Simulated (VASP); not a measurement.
# HfSiO4 (I4_1/amd) in VASP: notebook, part 2 of 2

VASP 6.6.1.

**3. Single point, PBE (strain +1.0%)**

Contents of INCAR:

```
SYSTEM = HfSiO4
PREC = Accurate
ENCUT = 520
EDIFF = 1E-6
ISMEAR = -1
SIGMA = 0.02
LREAL = .False.
LASPH = .True.
NELM = 100
ALGO = Normal
ISIF = 2
LWAVE = .False.
LCHARG = .False.
GGA = PE
NBANDS = 50
```

Contents of KPOINTS:

```
Automatic mesh
0
Gamma
  6 6 6
  0 0 0
```

Contents of POSCAR:

```
HfSiO4
1.0
   -3.3237313842      3.3237313842      3.0156266350
    3.3237313842     -3.3237313842      3.0156266350
    3.3237313842      3.3237313842     -3.0156266350
Hf Si O
2 2 8
Direct
    0.0000000000      0.0000000000      0.0000000000
    0.7500000000      0.2500000000      0.5000000000
    0.2500000000      0.7500000000      0.5000000000
    0.5000000000      0.5000000000      0.0000000000
    0.1360686481      0.3196574002      0.8164112479
    0.0696574002      0.7532461524      0.6835887521
    0.0696574002      0.3860686481      0.3164112479
    0.5032461524      0.3196574002      0.1835887521
    0.6803425998      0.4967538476      0.8164112479
    0.6139313519      0.9303425998      0.6835887521
    0.2467538476      0.9303425998      0.3164112479
    0.6803425998      0.8639313519      0.1835887521
```

Potentials or basis: VASP PAW PBE potentials, release 64 (Hf_pv, Si, O).

On the command line:

```console
cat potpaw_PBE.64/Hf_pv/POTCAR potpaw_PBE.64/Si/POTCAR potpaw_PBE.64/O/POTCAR > POTCAR
mpirun -np 1 vasp_std > vasp.out
```

OUTCAR:

```text
SYSTEM = HfSiO4
   PREC = Accurate
   ENCUT = 520
   EDIFF = 1E-6
   ISMEAR = -1
   LREAL = .False.
   LASPH = .True.
   NELM = 100
   ISIF = 2
   GGA = PE

 ion  position               nearest neighbor table
   1  0.000  0.000  0.000-   6 2.14  11 2.14  10 2.14   7 2.14   5 2.28  12 2.28   8 2.28   9 2.28
                             4 3.02   4 3.02   2 3.65   2 3.65   2 3.65   2 3.65
   2  0.750  0.250  0.500-   8 2.14   9 2.14   5 2.14  12 2.14  10 2.28   7 2.28   6 2.28  11 2.28
                             3 3.02   3 3.02   1 3.65   1 3.65   1 3.65   1 3.65
   3  0.250  0.750  0.500-   7 1.63  10 1.63   6 1.63  11 1.63   2 3.02   2 3.02
   4  0.500  0.500  0.000-   5 1.63  12 1.63   9 1.63   8 1.63   1 3.02   1 3.02
   5  0.136  0.320  0.816-   4 1.63   2 2.14   1 2.28
   6  0.070  0.753  0.684-   3 1.63   1 2.14   2 2.28
   7  0.070  0.386  0.316-   3 1.63   1 2.14   2 2.28
   8  0.503  0.320  0.184-   4 1.63   2 2.14   1 2.28
   9  0.680  0.497  0.816-   4 1.63   2 2.14   1 2.28
  10  0.614  0.930  0.684-   3 1.63   1 2.14   2 2.28
  11  0.247  0.930  0.316-   3 1.63   1 2.14   2 2.28
  12  0.680  0.864  0.184-   4 1.63   2 2.14   1 2.28

[... 216 lines left out ...]
      2     -26.4819      2.00000
      3     -26.4222      2.00000
      4     -26.4135      2.00000
      5     -26.3320      2.00000
      6     -26.3320      2.00000
[... 1261 lines left out ...]
     49      11.5207      0.00000
     50      12.5950      0.00000

 [... further k-points ...]
[... 5 lines left out ...]
  --------------------------------------------------------------------------------------
  -------------------------------------------------------------------------------------
  Total       -1.5323868     -1.5323868     -1.8699604      0.0000000      0.0000000      0.0000000
  in kB      -18.4242396    -18.4242396    -22.4829655      0.0000000      0.0000000      0.0000000
  external PRESSURE =     -19.7771482 kB  Pullay stress =       0.0000000 kB

 VOLUME and BASIS-vectors are now :
 -----------------------------------------------------------------------------
  energy-cutoff  :      520.00
  volume of cell :      133.26
      direct lattice vectors                 reciprocal lattice vectors
    -3.323731384  3.323731384  3.015626635     0.000000000  0.150433336  0.165803019
     3.323731384 -3.323731384  3.015626635     0.150433336  0.000000000  0.165803019
     3.323731384  3.323731384 -3.015626635     0.150433336  0.150433336  0.000000000

 POSITION                                       TOTAL-FORCE (eV/Angst)
 -----------------------------------------------------------------------------------
      0.00000      0.00000      0.00000         0.000000      0.000000      0.000000
      0.00000      3.32373      1.50781         0.000000      0.000000      0.000000
      3.32373      0.00000      1.50781         0.000000      0.000000      0.000000
      0.00000      0.00000      3.01563         0.000000      0.000000      0.000000
      3.32373      2.10333     -1.08769         0.000000     -0.340174     -0.305555
      4.54413     -0.00000      0.42012         0.340174      0.000000     -0.305555
      2.10333      0.00000      0.42012        -0.340174      0.000000     -0.305555
     -0.00000      1.22040      1.92793         0.000000      0.340174     -0.305555
      2.10333      3.32373      1.08769        -0.340174      0.000000      0.305555
      3.32373      1.22040      2.59551         0.000000      0.340174      0.305555
      3.32373     -1.22040      2.59551         0.000000     -0.340174      0.305555
      1.22040      0.00000      4.10332         0.340174      0.000000      0.305555
 -----------------------------------------------------------------------------------
    total drift:                               -0.000000     -0.000000      0.000000

  FREE ENERGIE OF THE ION-ELECTRON SYSTEM (eV)
  ---------------------------------------------------
  free  energy   TOTEN  =      -108.6383770487 eV

  energy  without entropy=     -108.6383770487  energy(sigma->0) =     -108.63837705
```

OSZICAR:

```text
N       E                     dE             d eps       ncg     rms          rms(c)
DAV:   1     0.456631949373E+03    0.45663E+03   -0.42064E+04  3000   0.148E+03
DAV:   2    -0.959851940400E+02   -0.55262E+03   -0.53572E+03  3646   0.365E+02
DAV:   3    -0.125424225208E+03   -0.29439E+02   -0.29301E+02  3640   0.814E+01
DAV:   4    -0.125802401144E+03   -0.37818E+00   -0.37753E+00  3880   0.101E+01
DAV:   5    -0.125807409093E+03   -0.50079E-02   -0.50054E-02  3752   0.108E+00    0.663E+01
DAV:   6    -0.108716071378E+03    0.17091E+02   -0.69072E+01  3460   0.370E+01    0.549E+01
DAV:   7    -0.108669790437E+03    0.46281E-01   -0.34964E+00  3804   0.847E+00    0.397E+01
DAV:   8    -0.108698199978E+03   -0.28410E-01   -0.75522E-01  3736   0.492E+00    0.119E+01
DAV:   9    -0.108637900838E+03    0.60299E-01   -0.27444E-01  3428   0.258E+00    0.262E+00
DAV:  10    -0.108638368289E+03   -0.46745E-03   -0.12304E-02  3810   0.586E-01    0.493E-01
DAV:  11    -0.108638223413E+03    0.14488E-03   -0.11764E-03  3646   0.173E-01    0.214E-01
DAV:  12    -0.108638348302E+03   -0.12489E-03   -0.16132E-04  3598   0.601E-02    0.484E-02
DAV:  13    -0.108638376545E+03   -0.28243E-04   -0.33022E-05  3828   0.298E-02    0.507E-02
DAV:  14    -0.108638377049E+03   -0.50398E-06   -0.19545E-06  2696   0.712E-03
   1 F= -.10863838E+03 E0= -.10863838E+03  d E =-.131369E-12
```

Wall time 5.4 min (1 thread of Intel Xeon 8259CL, shared host); peak memory 0.35 GiB.

What came out:

```yaml
Free_energy: -108.6384 eV
Pressure: -2.0 GPa
Largest_force: 0.457 eV/Å
Band_gap_on_the_k_mesh: 5.23 eV (least direct gap 5.56 eV)
```

Forces in eV/Å, atoms in the order of the input:
```
Hf   0.000  0.000  0.000
Hf   0.000  0.000  0.000
Si   0.000  0.000  0.000
Si   0.000  0.000  0.000
O    0.000 -0.340 -0.306
O    0.340  0.000 -0.306
O   -0.340  0.000 -0.306
O    0.000  0.340 -0.306
O   -0.340  0.000  0.306
O    0.000  0.340  0.306
O    0.000 -0.340  0.306
O    0.340  0.000  0.306
```

Caveat: the cell differs from its parent crystal (strain +1.0%); spin-orbit coupling is left out, which moves the levels of the heavy elements.
